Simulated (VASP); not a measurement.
# Ni2H (R-3m) in VASP: notebook, part 2 of 2

VASP 6.6.1. Earlier steps stand in the parts before.

## 3. Single point, PBEsol, collinear spin, antiferromagnetic start

File INCAR:

```
SYSTEM = Ni2H
  PREC = Accurate
  ENCUT = 520
  EDIFF = 1E-6
  ISMEAR = -1
  SIGMA = 0.05
  LREAL = .False.
  LASPH = .True.
  NELM = 150
  ALGO = Normal
  ISIF = 2
  LWAVE = .False.
  LCHARG = .False.
  ISPIN = 2
  MAGMOM = 1.2 -1.2 0
  LORBIT = 11
  LMAXMIX = 4
  GGA = PS
  NBANDS = 22
```

File KPOINTS:

```
regular mesh
0
Gamma
  13 13 13
  0 0 0
```

File POSCAR:

```
Ni2H
1.0
    1.2642400000      0.7299100000      4.1420300000
   -1.2642400000      0.7299100000      4.1420300000
    0.0000000000     -1.4598200000      4.1420300000
Ni H
2 1
Direct
    0.7472700000      0.7472700000      0.7472700000
    0.2527300000      0.2527300000      0.2527300000
    0.5000000000      0.5000000000      0.5000000000
```

Potentials or basis: VASP PAW PBE potentials, release 64 (Ni, H).

The run is started by

```bash
$ cat potpaw_PBE.64/Ni/POTCAR potpaw_PBE.64/H/POTCAR > POTCAR
$ mpirun -np 1 vasp_std > vasp.out
```

OUTCAR:

```text
SYSTEM = Ni2H
   PREC = Accurate
   ENCUT = 520
   EDIFF = 1E-6
   ISMEAR = -1
   LREAL = .False.
   LASPH = .True.
   NELM = 150
   ISIF = 2
   ISPIN = 2
   LORBIT = 11
   GGA = PS

 ion  position               nearest neighbor table
   1  0.747  0.747  0.747-   3 1.81   3 1.81   3 1.81   2 2.48   2 2.48   2 2.48   2 2.59   2 2.59
                             2 2.59
   2  0.253  0.253  0.253-   3 1.81   3 1.81   3 1.81   1 2.48   1 2.48   1 2.48   1 2.59   1 2.59
                             1 2.59
   3  0.500  0.500  0.500-   2 1.81   2 1.81   1 1.81   1 1.81   2 1.81   1 1.81

  LATTYP: Found a trigonal (rhomboedric) cell.
 ALAT       =     4.3917518038
 COS(alpha) =     0.8342650660

  Lattice vectors:

 A1 = (   1.2642400000,   0.7299100000,   4.1420300000)
 A2 = (  -1.2642400000,   0.7299100000,   4.1420300000)
 A3 = (   0.0000000000,  -1.4598200000,   4.1420300000)

Analysis of symmetry for initial positions (statically):
=====================================================================
 Subroutine PRICEL returns:
 Original cell was already a primitive cell.

[... 806 lines left out ...]
      5       7.2716      1.00000
      6       7.4151      1.00000
[... 589 lines left out ...]
     21      35.8850      0.00000
     22      37.7986      0.00000

 [... further k-points ...]
[... 5 lines left out ...]
  --------------------------------------------------------------------------------------
  -------------------------------------------------------------------------------------
  Total       -0.2169379     -0.2169383     -0.3279211      0.0000000      0.0000000      0.0000000
  in kB      -15.1559314    -15.1559603    -22.9095513      0.0000000      0.0000000      0.0000000
  external PRESSURE =     -17.7404810 kB  Pullay stress =       0.0000000 kB

 VOLUME and BASIS-vectors are now :
 -----------------------------------------------------------------------------
  energy-cutoff  :      520.00
  volume of cell :       22.93
      direct lattice vectors                 reciprocal lattice vectors
     1.264240000  0.729910000  4.142030000     0.395494526  0.228338654  0.080475838
    -1.264240000  0.729910000  4.142030000    -0.395494526  0.228338654  0.080475838
     0.000000000 -1.459820000  4.142030000     0.000000000 -0.456677307  0.080475838

 POSITION                                       TOTAL-FORCE (eV/Angst)
 -----------------------------------------------------------------------------------
      0.00000      0.00000      9.28564        -0.000000     -0.000000     -0.006232
      0.00000      0.00000      3.14045        -0.000000      0.000000      0.006232
      0.00000      0.00000      6.21305         0.000000      0.000000      0.000000
 -----------------------------------------------------------------------------------
    total drift:                               -0.000000      0.000000     -0.000000

  FREE ENERGIE OF THE ION-ELECTRON SYSTEM (eV)
  ---------------------------------------------------
  free  energy   TOTEN  =       -15.7806435226 eV

  energy  without entropy=      -15.7478154331  energy(sigma->0) =      -15.76422948

 total charge

# of ion       s       p       d       tot
------------------------------------------
    1        0.464   0.538   8.424   9.427
    2        0.464   0.538   8.424   9.427
    3        0.498   0.042   0.000   0.540
--------------------------------------------------
tot          1.427   1.118  16.848  19.394

 magnetization (x)

# of ion       s       p       d       tot
------------------------------------------
    1       -0.000  -0.000   0.000   0.000
    2        0.000   0.000  -0.000  -0.000
    3        0.000   0.000   0.000   0.000
--------------------------------------------------
tot          0.000   0.000   0.000   0.000
```

OSZICAR:

```text
N       E                     dE             d eps       ncg     rms          rms(c)
DAV:   1     0.101575433383E+03    0.10158E+03   -0.92556E+03 21576   0.133E+03
DAV:   2    -0.116224515788E+02   -0.11320E+03   -0.10453E+03 20796   0.242E+02
DAV:   3    -0.179891421979E+02   -0.63667E+01   -0.61834E+01 23346   0.651E+01
DAV:   4    -0.180653417528E+02   -0.76200E-01   -0.76149E-01 23224   0.675E+00
DAV:   5    -0.180673201631E+02   -0.19784E-02   -0.19783E-02 24004   0.109E+00    0.166E+01
DAV:   6    -0.165808558790E+02    0.14865E+01   -0.92897E+00 23782   0.625E+01    0.929E+00
DAV:   7    -0.158008522929E+02    0.78000E+00   -0.21477E+00 23518   0.277E+01    0.317E+00
DAV:   8    -0.157824044904E+02    0.18448E-01   -0.98672E-02 30256   0.435E+00    0.117E+00
DAV:   9    -0.157806052060E+02    0.17993E-02   -0.14384E-02 31782   0.149E+00    0.450E-01
DAV:  10    -0.157805241252E+02    0.81081E-04   -0.81016E-03 37434   0.123E+00    0.117E-01
DAV:  11    -0.157805955835E+02   -0.71458E-04   -0.45860E-04 30384   0.221E-01    0.616E-02
DAV:  12    -0.157806370532E+02   -0.41470E-04   -0.42099E-04 33562   0.266E-01    0.305E-02
DAV:  13    -0.157806448588E+02   -0.78056E-05   -0.42023E-05 31570   0.735E-02    0.130E-02
DAV:  14    -0.157806433546E+02    0.15042E-05   -0.22772E-06 13336   0.174E-02    0.836E-03
DAV:  15    -0.157806435226E+02   -0.16803E-06   -0.73598E-06 11328   0.337E-02
   1 F= -.15780644E+02 E0= -.15764229E+02  d E =-.328281E-01  mag=    -0.0000
```

stdout:

```text
POSCAR found type information on POSCAR NiH
 POSCAR found :  2 types and       3 ions
 scaLAPACK will be used
 -----------------------------------------------------------------------------
|                                                                             |
|                                                                             |
|     You enforced a specific xc type in the INCAR file but a different       |
|     I HOPE YOU KNOW WHAT YOU ARE DOING!                                     |
|                                                                             |
 -----------------------------------------------------------------------------

 LDA part: xc-table for (Slater+PW92), standard interpolation
 POSCAR, INCAR and KPOINTS ok, starting setup
 FFT: planning ... GRIDC
 FFT: planning ... GRID_SOFT
 FFT: planning ... GRID
 WAVECAR not read
 entering main loop
```

Run time: 6.5 min. Hardware: 1 thread of Intel Xeon 8581C, shared host; peak memory 0.36 GiB.

Results:

```
Free energy                                           : -15.7806 eV
Pressure                                              : -1.8 GPa
Largest force                                         : 0.006 eV/Å
Net moment                                            : 0.00 μB per cell
Valence electrons inside the program's atomic spheres : Ni 9.43; H 0.54
```

Forces in eV/Å, atoms in the order of the input:
```
Ni   0.000  0.000 -0.006
Ni   0.000  0.000  0.006
H    0.000  0.000  0.000
```

Stress tensor (GPa, compression positive):
```
-1.52  0.00  0.00
 0.00 -1.52  0.00
 0.00  0.00 -2.29
```

Levels at points of the mesh, in eV from the Fermi level:
Spin up:
```csv
k point,band 8,band 9,band 10,band 11,band 12,band 13,band 14,band 15
"(0.00, 0.00, 0.00)",-1.86,-0.92,-0.92,-0.17,-0.17,4.89,14.92,22.72
```
Spin down:
```
           k point  band 9  band 10  band 11  band 12  band 13  band 14
(0.00, 0.00, 0.00)   -0.92    -0.92    -0.17    -0.17     4.89    14.92
```

Caveat: the moments typed at the start vanished in this run; the PAW data sets were made with another functional, which shifts forces and pressure a little.
